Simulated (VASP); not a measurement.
# ZnO (P6_3mc) in VASP: notebook, part 2 of 2

VASP 6.6.1. The steps go on from the part before.

## Step 3: Relaxation of the atoms, PBEsol

Contents of INCAR:

```
ALGO = Normal
EDIFF = 1E-6
EDIFFG = -0.002
ENCUT = 520
GGA = PS
IBRION = 2
ISIF = 2
ISMEAR = 0
LASPH = True
LCHARG = False
LREAL = False
LWAVE = False
NELM = 100
NSW = 70
PREC = Accurate
SIGMA = 0.02
```

Contents of KPOINTS:

```
k-points
0
Gamma
  9 9 6
```

Contents of POSCAR:

```
ZnO
1.0
    3.2500000000      0.0000000000      0.0000000000
   -1.6250000000      2.8145825623      0.0000000000
    0.0000000000      0.0000000000      5.2050000000
Zn O
2 2
Direct
    0.3333333333      0.6666666667      0.0000000000
    0.6666666667      0.3333333333      0.5000000000
    0.3333333333      0.6666666667      0.3820000000
    0.6666666667      0.3333333333      0.8820000000
```

Potentials or basis: VASP PAW PBE potentials, release 64 (Zn, O).

Started as:

```sh
$ cat potpaw_PBE.64/Zn/POTCAR potpaw_PBE.64/O/POTCAR > POTCAR
$ mpirun -np 1 vasp_std > vasp.out
```

OUTCAR:

```text
EDIFF = 1E-6
   EDIFFG = -0.002
   ENCUT = 520
   GGA = PS
   IBRION = 2
   ISIF = 2
   ISMEAR = 0
   LASPH = True
   LREAL = False
   NELM = 100
   NSW = 70
   PREC = Accurate

 ion  position               nearest neighbor table
   1  0.333  0.667  0.000-   4 1.97   4 1.97   4 1.97   3 1.99
   2  0.667  0.333  0.500-   3 1.97   3 1.97   3 1.97   4 1.99
   3  0.333  0.667  0.382-   2 1.97   2 1.97   2 1.97   1 1.99
   4  0.667  0.333  0.882-   1 1.97   1 1.97   1 1.97   2 1.99

  LATTYP: Found a hexagonal cell.
 ALAT       =     3.2500000000
 C/A-ratio  =     1.6015384615

  Lattice vectors:

 A1 = (   3.2500000000,   0.0000000000,   0.0000000000)
 A2 = (  -1.6250000000,   2.8145825623,   0.0000000000)
 A3 = (   0.0000000000,   0.0000000000,   5.2050000000)
[... 262 lines left out ...]
  ext. energy  EPLUGINS =         0.00000000
  ---------------------------------------------------
  free energy    TOTEN  =       -19.41094621 eV

  energy without entropy =      -19.41094621  energy(sigma->0) =      -19.41094621

 E-fermi :   1.2166     XC(G=0): -11.1838

 val. band max:        1.0458768264   @ k =   0.0000   0.0000   0.0000
 cond. band min:       1.7308984790   @ k =   0.0000   0.0000   0.0000
 fundamental gap:      0.6850216526
 Fermi energy:         1.2165730189

 k-point     1 :       0.0000    0.0000    0.0000
  band No.  band energies     occupation
      1     -16.9921      2.00000
      2     -16.2423      2.00000
      3      -4.6696      2.00000
      4      -4.6696      2.00000
      5      -4.6449      2.00000
      6      -4.5990      2.00000
[... 589 lines left out ...]
     21       8.6877      0.00000
     22       9.0323      0.00000

 [... further k-points ...]

------------------------ aborting loop because EDIFF is reached ----------------------------------------

  FORCE on cell =-STRESS in cart. coord.  units (eV):
  Direction    XX          YY          ZZ          XY          YZ          ZX
  --------------------------------------------------------------------------------------
  -------------------------------------------------------------------------------------
  Total       -0.2516333     -0.2516333      0.0068407      0.0000000      0.0000000      0.0000000
  in kB       -8.4676040     -8.4676040      0.2301950      0.0000000      0.0000000      0.0000000
  external PRESSURE =      -5.5683376 kB  Pullay stress =       0.0000000 kB
[... 19 lines left out ...]
  FREE ENERGIE OF THE ION-ELECTRON SYSTEM (eV)
  ---------------------------------------------------
  free  energy   TOTEN  =       -19.4109462066 eV

  energy  without entropy=      -19.4109462066  energy(sigma->0) =      -19.41094621

 reached required accuracy - stopping structural energy minimisation
```

OSZICAR:

```text
N       E                     dE             d eps       ncg     rms          rms(c)
DAV:   1     0.285900516848E+03    0.28590E+03   -0.19023E+04  2112   0.240E+03
DAV:   2     0.738784424485E+01   -0.27851E+03   -0.26775E+03  2306   0.439E+02
[... 20 lines left out ...]
   2 F= -.19410918E+02 E0= -.19410918E+02  d E =-.144338E-03
       N       E                     dE             d eps       ncg     rms          rms(c)
DAV:   1    -0.194108887900E+02    0.29217E-04   -0.24357E-02  2112   0.125E+00    0.323E-02
DAV:   2    -0.194109477607E+02   -0.58971E-04   -0.61646E-04  2268   0.219E-01    0.191E-02
DAV:   3    -0.194109467303E+02    0.10304E-05   -0.30523E-06  2256   0.207E-02    0.124E-02
DAV:   4    -0.194109462066E+02    0.52369E-06   -0.20807E-06  1554   0.188E-02
   3 F= -.19410946E+02 E0= -.19410946E+02  d E =-.172385E-03
```

CONTCAR:

```text
ZnO
   1.00000000000000
     3.2500000000000000    0.0000000000000000    0.0000000000000000
    -1.6250000000000000    2.8145825623000000    0.0000000000000000
     0.0000000000000000    0.0000000000000000    5.2050000000000001
  Zn              O
     2     2
Direct
     0.3333333332999970    0.6666666667000030    0.0005074174431193
     0.6666666667000030    0.3333333332999970    0.5005074174431193
     0.3333333332999970    0.6666666667000030    0.3814925825568786
     0.6666666667000030    0.3333333332999970    0.8814925825568786

  0.00000000E+00  0.00000000E+00  0.00000000E+00
  0.00000000E+00  0.00000000E+00  0.00000000E+00
  0.00000000E+00  0.00000000E+00  0.00000000E+00
  0.00000000E+00  0.00000000E+00  0.00000000E+00
```

It took 45 s on 1 thread of AMD EPYC 9R45 (Zen 5), shared host; peak memory 0.15 GiB.

Results:

```
Free energy               : -19.4109 eV
Energy gained by relaxing : 0.0 meV/atom
Ionic steps               : 3
Pressure after relaxing   : -0.6 GPa
Band gap on the k mesh    : 0.69 eV
```

Step by step:
```
step  energy change (eV)  largest force (eV/Å)  pressure (GPa)
   1              0.0000                0.0326           -0.55
   2             -0.0001                0.0132           -0.55
   3             -0.0002                0.0005           -0.56
```

Final structure:
```yaml
crystal:
  lattice:
    - [3.25000, 0.00000, 0.00000]
    - [-1.62500, 2.81458, 0.00000]
    - [0.00000, 0.00000, 5.20500]
  atoms:
    - { symbol: Zn, position: [0.33333, 0.66667, 0.00051] }
    - { symbol: Zn, position: [0.66667, 0.33333, 0.50051] }
    - { symbol: O, position: [0.33333, 0.66667, 0.38149] }
    - { symbol: O, position: [0.66667, 0.33333, 0.88149] }
```

Caveat: the PAW data sets were made with another functional, which shifts forces and pressure a little.

## Step 4: Single point, PBEsol (atoms displaced along a vibrational mode)

Contents of INCAR:

```
PREC = Accurate
ENCUT = 520
EDIFF = 1E-7
ISMEAR = 0
SIGMA = 0.01
LREAL = False
LASPH = True
NELM = 100
ALGO = Fast
ISIF = 2
LWAVE = False
LCHARG = False
GGA = PS
NBANDS = 26
```

Contents of KPOINTS:

```
regular mesh
0
Gamma
  9 9 6
```

Contents of POSCAR:

```
ZnO
1.0
    3.2500000000      0.0000000000      0.0000000000
   -1.6250000000      2.8145825623      0.0000000000
    0.0000000000      0.0000000000      5.2050000000
Zn O
2 2
Direct
    0.3333333333      0.6666666667     -0.0441211768
    0.6666666667      0.3333333333      0.4558788232
    0.3333333333      0.6666666667      0.4261211768
    0.6666666667      0.3333333333      0.9261211768
```

Started as:

```sh
$ cat potpaw_PBE.64/Zn/POTCAR potpaw_PBE.64/O/POTCAR > POTCAR
$ mpirun -np 1 vasp_std > vasp.out
```

Run time: 34 s. Hardware: 1 thread of AMD EPYC 9R45 (Zen 5), shared host; peak memory 0.15 GiB.

It converged, with:

* Free energy: -18.9576 eV
* Pressure: 5.1 GPa
* Largest force: 0.362 eV/Å
* Band gap on the k mesh: 0.80 eV

Forces on the atoms (eV/Å):
```
Zn   0.000  0.000  0.362
Zn   0.000  0.000  0.362
O    0.000  0.000 -0.362
O    0.000  0.000 -0.362
```

Stress tensor (GPa, compression positive):
```
10.17  0.00  0.00
 0.00 10.17  0.00
 0.00  0.00 -4.98
```

Levels at points of the mesh, in eV from the valence-band top:
| k point | band 14 | band 15 | band 16 | band 17 | band 18 | band 19 | band 20 | band 21 | band 22 | band 23 |
| --- | --- | --- | --- | --- | --- | --- | --- | --- | --- | --- |
| (0.00, 0.00, 0.00) | -1.10 | -0.35 | -0.35 | 0.00 | 0.00 | 0.80 | 4.67 | 7.79 | 12.49 | 12.49 |
| (0.00, 0.00, 0.50) | -2.73 | -0.17 | -0.17 | -0.17 | -0.17 | 3.23 | 3.23 | 9.57 | 9.57 | 12.73 |

Caveat: the cell differs from its parent crystal (atoms displaced along a vibrational mode); the cell stands under pressure; the PAW data sets were made with another functional, which shifts forces and pressure a little; an odd mesh through Γ misses points on the zone boundary, where band edges can lie.

## Step 5: The runs side by side

| task | cell | smearing | gap on the mesh (eV) | pressure (GPa) |
| --- | --- | --- | --- | --- |
| single point | as given, atomic positions A | gaussian 0.02 eV | 0.68 | -0.5 |
| relaxation of the atoms | atoms relaxed, atomic positions A | gaussian 0.02 eV | 0.69 | -0.6 |
| single point | as given, atomic positions B | gaussian 0.01 eV | 0.80 | 5.1 |

Alike in all rows: level PBEsol; potentials or basis VASP PAW PBE potentials, release 64 (Zn, O); no spin polarisation; k mesh 9 × 9 × 6; cutoff (eV) 520.

Caveats: the PAW data sets were made with another functional, which shifts forces and pressure a little; the cell stands under pressure (at least some runs); an odd mesh through Γ misses points on the zone boundary, where band edges can lie (at least some runs).

Total energies depend on the potentials used, so only differences within one code and one set of settings carry meaning.
